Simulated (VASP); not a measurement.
# Al6Ru (Cmcm) in VASP: notebook

Al6Ru is run at these levels: LDA; tasks: single point.

Program: VASP 6.6.1. These are calculated values, not measurements. Logs are shortened: lines on timing, memory, paths and dates and some standing lists are left out, and cuts for length are marked.

### 1 The cell of the first run

It takes space group Cmcm (No. 63, orthorhombic). The conventional cell has a = 7.391 Å, b = 6.486 Å, c = 8.880 Å, α = 90.00°, β = 90.00°, γ = 90.00°. Within 3.5 Å of Al (site symmetry 2) lie 2 Ru at 2.60 Å and 11 Al at 2.67 to 3.40 Å. Within 3.4 Å of Al (site symmetry m) lie 1 Ru at 2.48 Å and 12 Al at 2.55 to 3.39 Å. Al (site symmetry m) has 2 Ru at 2.54 to 2.60 Å and 13 Al at 2.66 to 3.40 Å within 3.5 Å. Within 3.3 Å of Ru (site symmetry m2m) lie 10 Al at 2.48 to 2.60 Å.

### 2 Single point, LDA

The input, INCAR:

```
PREC     = Accurate       # precision mode
ENCUT    = 520            # plane-wave cutoff, eV
EDIFF    = 1E-6           # SCF threshold, eV
ISMEAR   = 0              # smearing method
SIGMA    = 0.1            # smearing width, eV
LREAL    = False          # projectors in reciprocal space
LASPH    = True           # aspherical terms in the spheres
NELM     = 80             # most SCF steps
ALGO     = Fast           # electronic algorithm
ISIF     = 2              # what is computed and relaxed
LWAVE    = False          # write WAVECAR
LCHARG   = False          # write CHGCAR
NBANDS   = 45             # bands
```

The input, KPOINTS:

```
regular mesh
0
Gamma
  8 8 4
```

The input, POSCAR:

```
Al6Ru
1.0
    3.6956231015     -3.2428685029      0.0000000000
    3.6956231015      3.2428685029      0.0000000000
    0.0000000000      0.0000000000      8.8803122409
Al Ru
12 2
Direct
    0.3195523527      0.3195523527      0.0000000000
    0.6804476473      0.6804476473      0.5000000000
    0.6804476473      0.6804476473      0.0000000000
    0.3195523527      0.3195523527      0.5000000000
    0.8574993083      0.1425006917      0.0986459990
    0.1425006917      0.8574993083      0.5986459990
    0.8574993083      0.1425006917      0.4013540010
    0.1425006917      0.8574993083      0.9013540010
    0.0216547779      0.6179914694      0.2500000000
    0.9783452221      0.3820085306      0.7500000000
    0.3820085306      0.9783452221      0.2500000000
    0.6179914694      0.0216547779      0.7500000000
    0.5357903967      0.4642096033      0.2500000000
    0.4642096033      0.5357903967      0.7500000000
```

Potentials or basis: VASP PAW LDA potentials, release 64 (Al, Ru_pv).

Launch:

```bash
$ cat potpaw_LDA.64/Al/POTCAR potpaw_LDA.64/Ru_pv/POTCAR > POTCAR
$ mpirun -np 1 vasp_std > vasp.out
```

OUTCAR:

```text
PREC = Accurate
   ENCUT = 520
   EDIFF = 1E-6
   ISMEAR = 0
   LREAL = False
   LASPH = True
   NELM = 80
   ISIF = 2

 ion  position               nearest neighbor table
   1  0.320  0.320  0.000-  13 2.60  14 2.60   3 2.67   5 2.68   8 2.68  10 2.78  11 2.78   8 2.81
                             5 2.81   9 2.94  12 2.94
   2  0.680  0.680  0.500-  13 2.60  14 2.60   4 2.67   6 2.68   7 2.68   9 2.78  12 2.78   7 2.81
                             6 2.81  11 2.94  10 2.94
   3  0.680  0.680  0.000-  13 2.60  14 2.60   1 2.67   5 2.68   8 2.68   9 2.78  12 2.78   5 2.81
                             8 2.81  11 2.94  10 2.94
   4  0.320  0.320  0.500-  13 2.60  14 2.60   2 2.67   6 2.68   7 2.68  10 2.78  11 2.78   6 2.81
                             7 2.81   9 2.94  12 2.94
   5  0.857  0.143  0.099-  13 2.48   8 2.55   1 2.68   3 2.68   7 2.69   3 2.81   1 2.81   9 2.90
                            11 2.90   9 2.93  11 2.93
   6  0.143  0.857  0.599-  14 2.48   7 2.55   2 2.68   4 2.68   8 2.69   2 2.81   4 2.81  10 2.90
                            12 2.90  10 2.93  12 2.93
   7  0.857  0.143  0.401-  13 2.48   6 2.55   2 2.68   4 2.68   5 2.69   2 2.81   4 2.81   9 2.90
                            11 2.90   9 2.93  11 2.93
   8  0.143  0.857  0.901-  14 2.48   5 2.55   1 2.68   3 2.68   6 2.69   3 2.81   1 2.81  10 2.90
                            12 2.90  10 2.93  12 2.93
   9  0.022  0.618  0.250-  13 2.54  13 2.60  11 2.66   2 2.78   3 2.78   5 2.90   7 2.90   5 2.93
                             7 2.93   1 2.94   4 2.94
  10  0.978  0.382  0.750-  14 2.54  14 2.60  12 2.66   4 2.78   1 2.78   8 2.90   6 2.90   8 2.93
                             6 2.93   2 2.94   3 2.94
  11  0.382  0.978  0.250-  13 2.54  13 2.60   9 2.66   4 2.78   1 2.78   7 2.90   5 2.90   5 2.93
                             7 2.93   2 2.94   3 2.94
  12  0.618  0.022  0.750-  14 2.54  14 2.60  10 2.66   2 2.78   3 2.78   6 2.90   8 2.90   8 2.93
                             6 2.93   1 2.94   4 2.94
  13  0.536  0.464  0.250-   5 2.48   7 2.48  11 2.54   9 2.54  11 2.60   9 2.60   2 2.60   3 2.60
                             4 2.60   1 2.60
  14  0.464  0.536  0.750-   6 2.48   8 2.48  10 2.54  12 2.54  12 2.60  10 2.60   2 2.60   3 2.60
                             4 2.60   1 2.60

  LATTYP: Found a base centered orthorhombic cell.
 ALAT       =     6.4857370058
 B/A-ratio  =     1.1396154664
 C/A-ratio  =     1.3692063420

  Lattice vectors:

 A1 = (  -3.6956231015,  -3.2428685029,   0.0000000000)
 A2 = (   3.6956231015,  -3.2428685029,   0.0000000000)
 A3 = (   0.0000000000,   0.0000000000,   8.8803122409)

Analysis of symmetry for initial positions (statically):
=====================================================================
 Subroutine PRICEL returns:
 Original cell was already a primitive cell.

 Routine SETGRP: Setting up the symmetry group for a
 base centered orthorhombic supercell.

 Subroutine GETGRP returns: Found  8 space group operations
 (whereof  4 operations were pure point group operations)
 out of a pool of  8 trial point group operations.

The static configuration has the point symmetry C_2h.
 The point group associated with its full space group is D_2h.

Analysis of symmetry for dynamics (positions and initial velocities):
=====================================================================
 Subroutine PRICEL returns:
 Original cell was already a primitive cell.

 Routine SETGRP: Setting up the symmetry group for a
 base centered orthorhombic supercell.

 Subroutine GETGRP returns: Found  8 space group operations
 (whereof  4 operations were pure point group operations)
 out of a pool of  8 trial point group operations.

The dynamic configuration has the point symmetry C_2h.
 The point group associated with its full space group is D_2h.

 Subroutine INISYM returns: Found  8 space group operations
 (whereof  4 operations are pure point group operations),
 and found     1 'primitive' translations

----------------------------------------------------------------------------------------

                                     Primitive cell

  volume of cell :     212.8508

  direct lattice vectors                    reciprocal lattice vectors
     3.695623101 -3.242868503  0.000000000     0.135295182 -0.154184482  0.000000000
     3.695623101  3.242868503  0.000000000     0.135295182  0.154184482  0.000000000
     0.000000000  0.000000000  8.880312241     0.000000000  0.000000000  0.112608653

  length of vectors
     4.916688544  4.916688544  8.880312241     0.205128352  0.205128352  0.112608653

  position of ions in fractional coordinates (direct lattice)
     0.319552353  0.319552353  0.000000000
     0.680447647  0.680447647  0.500000000
     0.680447647  0.680447647  0.000000000
     0.319552353  0.319552353  0.500000000
     0.857499308  0.142500692  0.098645999
     0.142500692  0.857499308  0.598645999
     0.857499308  0.142500692  0.401354001
     0.142500692  0.857499308  0.901354001
     0.021654778  0.617991469  0.250000000
     0.978345222  0.382008531  0.750000000
     0.382008531  0.978345222  0.250000000
     0.617991469  0.021654778  0.750000000
     0.535790397  0.464209603  0.250000000
     0.464209603  0.535790397  0.750000000

  ion indices of the primitive-cell ions
   primitive index   ion index
                 1           1
                 2           2
                 3           3
                 4           4
                 5           5
                 6           6
                 7           7
                 8           8
                 9           9
                10          10
                11          11
                12          12
                13          13
                14          14

----------------------------------------------------------------------------------------

 KPOINTS: regular mesh

Automatic generation of k-mesh.
 Grid dimensions read from file:
 generate k-points for:    8    8    4

 Generating k-lattice:

  Cartesian coordinates                     Fractional coordinates (reciprocal lattice)
     0.016911898 -0.019273060  0.000000000     0.125000000  0.000000000  0.000000000
     0.016911898  0.019273060  0.000000000     0.000000000  0.125000000  0.000000000
     0.000000000  0.000000000  0.028152163     0.000000000  0.000000000  0.250000000

  Length of vectors
     0.025641044  0.025641044  0.028152163

  Shift w.r.t. Gamma in fractional coordinates (k-lattice)
     0.000000000  0.000000000  0.000000000

 Subroutine IBZKPT returns following result:
 ===========================================

 Found     63 irreducible k-points:

 Following reciprocal coordinates:
            Coordinates               Weight
  0.000000  0.000000  0.000000      1.000000
  0.125000  0.000000  0.000000      4.000000
  0.250000  0.000000  0.000000      4.000000
  0.375000  0.000000  0.000000      4.000000
  0.500000  0.000000  0.000000      2.000000
  0.125000  0.125000  0.000000      2.000000
[... 16 lines left out ...]
  0.125000  0.000000  0.250000      8.000000
  0.250000  0.000000  0.250000      8.000000
 [... further k-points ...]
   k-points           NKPTS =     63   k-points in BZ     NKDIM =     63   number of bands    NBANDS=     45
   number of dos      NEDOS =    301   number of ions     NIONS =     14
   total plane-waves  NPLWV = 112000
   dimension x,y,z NGX =    40 NGY =   40 NGZ =   70
   dimension x,y,z NGXF=    80 NGYF=   80 NGZF=  140
   ions per type =              12   2
   NGX,Y,Z   is equivalent  to a cutoff of  13.53, 13.53, 13.10 a.u.
   NGXF,Y,Z  is equivalent  to a cutoff of  27.05, 27.05, 26.21 a.u.
 SYSTEM =  unknown system
   PREC   = accura    normal or accurate (medium, high low for compatibility)
   ISTART =      0    job   : 0-new  1-cont  2-samecut
   ICHARG =      2    charge: 1-file 2-atom 10-const
   ISPIN  =      1    spin polarized calculation?
   LNONCOLLINEAR =      F non collinear calculations
   LSORBIT =      F    spin-orbit coupling
   LASPH  =      T    aspherical Exc in radial PAW
   ENCUT  =  520.0 eV  38.22 Ry    6.18 a.u.   9.14  9.14 16.51*2*pi/ulx,y,z
   NELM   =     80;   NELMIN=  2; NELMDL= -5     # of ELM steps
   EDIFF  = 0.1E-05   stopping-criterion for ELM
   LREAL  =      F    real-space projection
   EDIFFG = 0.1E-04   stopping-criterion for IOM
   NSW    =      0    number of steps for IOM
   IBRION =     -1    ionic relax: 0-MD 1-quasi-New 2-CG
   NFREE  =      0    steps in history (QN), initial steepest desc. (CG)
   ISIF   =      2    stress and relaxation
   ISYM   =      2    0-nonsym 1-usesym 2-fastsym
   POTIM  = 0.5000    time-step for ionic-motion
   TEBEG  =    0.0;   TEEND  =   0.0 temperature during run
   PSTRESS=    0.0 pullay stress
   NELECT =      64.0000    total number of electrons
   NUPDOWN=      -1.0000    fix difference up-down
   EMIN   =  10.00;   EMAX   =-10.00  energy-range for DOS
   EFERMI =   0.00;   METHOD = LEGACY
   ISMEAR =     0;   SIGMA  =   0.10  broadening in eV -4-tet -1-fermi 0-gaus
   EFERMI_NEDOS =   21; number of points for ismear=-14 and -15
   IALGO  =     68    algorithm
   IMIX   =      4    mixing-type and parameters
     AMIX     =   0.40;   BMIX     =  1.00
     AMIX_MAG =   1.60;   BMIX_MAG =  1.00
  volume/ion in A,a.u.               =      15.20       102.60
  Fermi-wavevector in a.u.,A,eV,Ry     =   1.096755  2.072567 16.366070  1.202872
  Thomas-Fermi vector in A             =   2.233103
   LORBIT       =      0    0 simple, 1 ext, 2 COOP (PROOUT), +10 PAW based schemes
   GGA     = CA    functional components
   LHFCALC =     F    Hartree Fock is set to
   AEXX    =    0.0000 exact exchange contribution
   IVDW    =     0    specifies the selected vdW correction
   LEPSILON=     F    determine dielectric tensor
   LRPA    =     F    only Hartree local field effects (RPA)
 non-spin polarized calculation
 RMM-DIIS sequential band-by-band and
 Gauss-broadening in eV      SIGMA  =   0.10
  energy-cutoff  :      520.00
  volume of cell :      212.85
 maximum number of plane-waves:      5764
 NGX is ok and might be reduce to    40
   NGX = 19   NGY = 19   NGZ = 33

 number of electron      64.0000006 magnetization

 Free energy of the ion-electron system (eV)
  ---------------------------------------------------
  ext. energy  EPLUGINS =         0.00000000
  ---------------------------------------------------
  free energy    TOTEN  =       -76.25897932 eV

  energy without entropy =      -76.23909683  energy(sigma->0) =      -76.24903807

 E-fermi :   9.0811     XC(G=0): -11.0217

 val. band max:        9.0760690092   @ k =   0.0000   0.0000   0.2500
 cond. band min:       9.0810791769   @ k =   0.2500   0.1250   0.0000
 fundamental gap:      0.0050101677
 Fermi energy:         9.0810679189

 k-point     1 :       0.0000    0.0000    0.0000
  band No.  band energies     occupation
      1     -33.4866      2.00000
      2     -33.4865      2.00000
      3     -33.4753      2.00000
      4     -33.4750      2.00000
      5     -33.4593      2.00000
      6     -33.4572      2.00000
[... 36 lines left out ...]
     43      11.8630      0.00000
     44      12.2929      0.00000
[... 1040 lines left out ...]
      4     -33.4752      2.00000
      5     -33.4590      2.00000
      6     -33.4575      2.00000
[... 36 lines left out ...]
     43      11.9898      0.00000
     44      12.4731      0.00000

 [... further k-points ...]

 [bands above 44 left out]

------------------------ aborting loop because EDIFF is reached ----------------------------------------

  FORCE on cell =-STRESS in cart. coord.  units (eV):
  Direction    XX          YY          ZZ          XY          YZ          ZX
  --------------------------------------------------------------------------------------
  -------------------------------------------------------------------------------------
  Total        0.4309166      0.4342428      0.4206998      0.0000000      0.0000000      0.0000000
  in kB        3.2436094      3.2686466      3.1667056      0.0000000      0.0000000      0.0000000
  external PRESSURE =       3.2263205 kB  Pullay stress =       0.0000000 kB

 VOLUME and BASIS-vectors are now :
 -----------------------------------------------------------------------------
  energy-cutoff  :      520.00
  volume of cell :      212.85
      direct lattice vectors                 reciprocal lattice vectors
     3.695623101 -3.242868503  0.000000000     0.135295182 -0.154184482  0.000000000
     3.695623101  3.242868503  0.000000000     0.135295182  0.154184482  0.000000000
     0.000000000  0.000000000  8.880312241     0.000000000  0.000000000  0.112608653

 POSITION                                       TOTAL-FORCE (eV/Angst)
 -----------------------------------------------------------------------------------
      2.36189      0.00000      0.00000        -0.009742      0.000000      0.000000
      5.02936      0.00000      4.44016         0.009742      0.000000      0.000000
      5.02936      0.00000      0.00000         0.009742      0.000000      0.000000
      2.36189      0.00000      4.44016        -0.009742      0.000000     -0.000000
      3.69562     -2.31865      0.87601         0.000000     -0.013078     -0.008652
      3.69562      2.31865      5.31616         0.000000      0.013078     -0.008652
      3.69562     -2.31865      3.56415         0.000000     -0.013078      0.008652
      3.69562      2.31865      8.00430         0.000000      0.013078      0.008652
      2.36389      1.93384      2.22008         0.002095      0.006381     -0.000000
      5.02735     -1.93384      6.66023        -0.002095     -0.006381      0.000000
      5.02735      1.93384      2.22008        -0.002095      0.006381     -0.000000
      2.36389     -1.93384      6.66023         0.002095     -0.006381      0.000000
      3.69562     -0.23213      2.22008         0.000000      0.011615      0.000000
      3.69562      0.23213      6.66023         0.000000     -0.011615      0.000000
 -----------------------------------------------------------------------------------
    total drift:                                0.000000     -0.000000      0.000000

  FREE ENERGIE OF THE ION-ELECTRON SYSTEM (eV)
  ---------------------------------------------------
  free  energy   TOTEN  =       -76.2589793166 eV

  energy  without entropy=      -76.2390968331  energy(sigma->0) =      -76.24903807
```

It took 5.4 min on 1 thread of Intel Xeon 6975P-C (Granite Rapids), shared host; peak memory 0.55 GiB.

What came out:

```yaml
Free_energy: -76.2590 eV
Pressure: 0.3 GPa
Largest_force: 0.016 eV/Å
Band_gap_on_the_k_mesh: zero (bands 32 and 33 overlap by 0.52 eV)
```

Forces in eV/Å, atoms in the order of the input:
```
Al  -0.010  0.000  0.000
Al   0.010  0.000  0.000
Al   0.010  0.000  0.000
Al  -0.010  0.000  0.000
Al   0.000 -0.013 -0.009
Al   0.000  0.013 -0.009
Al   0.000 -0.013  0.009
Al   0.000  0.013  0.009
Al   0.002  0.006  0.000
Al  -0.002 -0.006  0.000
Al  -0.002  0.006  0.000
Al   0.002 -0.006  0.000
Ru   0.000  0.012  0.000
Ru   0.000 -0.012  0.000
```

### 3 Single point, LDA

The input, INCAR:

```
SYSTEM = Al6Ru
  PREC = Accurate
  ENCUT = 520
  EDIFF = 1E-7
  ISMEAR = -1
  SIGMA = 0.15
  LREAL = .False.
  LASPH = .True.
  NELM = 60
  ALGO = Fast
  ISIF = 2
  LWAVE = .False.
  LCHARG = .True.
  LELF = .True.
  LVHAR = .True.
  NBANDS = 45
```

The input, KPOINTS:

```
regular mesh
0
Gamma
  8 8 4
  0 0 0
```

The input, POSCAR:

```
Al6Ru
1.0
    3.7015392787     -3.2396869789      0.0000000000
    3.7015392787      3.2396869789      0.0000000000
    0.0000000000      0.0000000000      8.8782662529
Al Ru
12 2
Direct
    0.3198268654      0.3198268654      0.0000000000
    0.6801731346      0.6801731346      0.5000000000
    0.6801731346      0.6801731346      0.0000000000
    0.3198268654      0.3198268654      0.5000000000
    0.8584178925      0.1415821075      0.0988036190
    0.1415821075      0.8584178925      0.5988036190
    0.8584178925      0.1415821075      0.4011963810
    0.1415821075      0.8584178925      0.9011963810
    0.0218860978      0.6179718679      0.2500000000
    0.9781139022      0.3820281321      0.7500000000
    0.3820281321      0.9781139022      0.2500000000
    0.6179718679      0.0218860978      0.7500000000
    0.5366377287      0.4633622713      0.2500000000
    0.4633622713      0.5366377287      0.7500000000
```

Potentials or basis: VASP PAW LDA potentials, release 64 (Al, Ru_pv).

Launch:

```bash
$ cat potpaw_LDA.64/Al/POTCAR potpaw_LDA.64/Ru_pv/POTCAR > POTCAR
$ mpirun -np 1 vasp_std > vasp.out
```

Wall time 6.8 min (1 thread of Intel Xeon 6975P-C (Granite Rapids), shared host); peak memory 0.55 GiB.

Results (log left out):

* Free energy: -76.3917 eV
* Pressure: 0.3 GPa
* Largest force: 0.017 eV/Å
* Band gap on the k mesh: zero (bands 32 and 33 overlap by 0.50 eV)

Forces on the atoms (eV/Å):
```
Al  -0.011  0.000  0.000
Al   0.011  0.000  0.000
Al   0.011  0.000  0.000
Al  -0.011  0.000  0.000
Al   0.000 -0.013 -0.009
Al   0.000  0.013 -0.009
Al   0.000 -0.013  0.009
Al   0.000  0.013  0.009
Al   0.003  0.005  0.000
Al  -0.003 -0.005  0.000
Al  -0.003  0.005  0.000
Al   0.003 -0.005  0.000
Ru   0.000  0.017  0.000
Ru   0.000 -0.017  0.000
```

Levels at points of the mesh, in eV from the Fermi level:
| k point | band 29 | band 30 | band 31 | band 32 | band 33 | band 34 | band 35 | band 36 |
| --- | --- | --- | --- | --- | --- | --- | --- | --- |
| (0.00, 0.00, 0.00) | -2.02 | -1.44 | -1.05 | -0.82 | -0.12 | 0.83 | 1.02 | 1.30 |
| (0.50, 0.00, 0.00) | -1.78 | -1.32 | -0.81 | -0.57 | -0.23 | -0.02 | 0.37 | 1.32 |
| (0.50, 0.50, 0.00) | -0.80 | -0.70 | -0.63 | -0.38 | -0.29 | 0.69 | 1.79 | 2.27 |
| (0.00, 0.00, 0.50) | -0.97 | -0.97 | -0.97 | -0.97 | 0.65 | 0.65 | 0.68 | 0.68 |
| (0.50, 0.00, 0.50) | -1.62 | -1.62 | -0.10 | -0.10 | 0.74 | 0.74 | 1.03 | 1.03 |
| (0.50, 0.50, 0.50) | -1.59 | -1.59 | -0.89 | -0.89 | 2.51 | 2.51 | 2.87 | 2.87 |
